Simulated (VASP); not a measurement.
**HgTe: relaxation of cell and atoms with PBEsol**

HgTe:

```
Hg Te
1.0
     0.00000    3.25801    3.25801
     3.25801    0.00000    3.25801
     3.25801    3.25801    0.00000
Hg Te
1 1
Cartesian
  0.0000 0.0000 0.0000
  1.6290 1.6290 1.6290
```

- Program: VASP 6.6.1
- Task: relaxation of cell and atoms
- Functional: PBEsol
- Potentials or basis: VASP PAW PBE potentials, release 64 (Hg, Te)
- Cutoff: 600 eV
- k mesh: 10 × 10 × 10
- Occupations: gaussian, width 0.03 eV
- Spin: no spin polarisation
- Further INCAR settings: ALGO = Normal; EDIFF = 1e-07; IBRION = 2; EDIFFG = -0.005; NSW = 90; ISIF = 3

```
Pressure after relaxing : 0.0 GPa
Band gap on the k mesh  : zero (filled and empty bands touch)
```

Final structure:
```
CELL_PARAMETERS angstrom
0.00000 3.25801 3.25801
3.25801 0.00000 3.25801
3.25801 3.25801 0.00000
ATOMIC_POSITIONS crystal
Hg 0.00000 0.00000 0.00000
Te 0.25000 0.25000 0.25000
```

Levels at points of the mesh, in eV from the Fermi level:
```csv
k point,band 6,band 7,band 8,band 9,band 10,band 11,band 12,band 13
"(0.00, 0.00, 0.00)",-6.71,-0.87,-0.01,-0.01,-0.01,4.21,4.21,4.21
"(0.50, 0.00, 0.00)",-6.42,-5.39,-0.96,-0.96,0.63,4.99,4.99,6.72
"(0.50, 0.50, 0.00)",-6.29,-5.35,-2.20,-2.20,1.84,2.43,8.00,8.71
```

Wall time 38 s on 2 MPI ranks on Intel(R) Xeon(R) Platinum 8259CL CPU @ 2.50GHz (Skylake/Cascade Lake) (shared host), peak memory 0.26 GiB a rank.

Caveat: the relaxation stopped at its first step, so nothing moved; semilocal functionals underestimate gaps, so a narrow gap can read as zero; the PAW data sets were made with another functional, which shifts forces and pressure a little; spin-orbit coupling is left out, which moves the levels of the heavy elements.
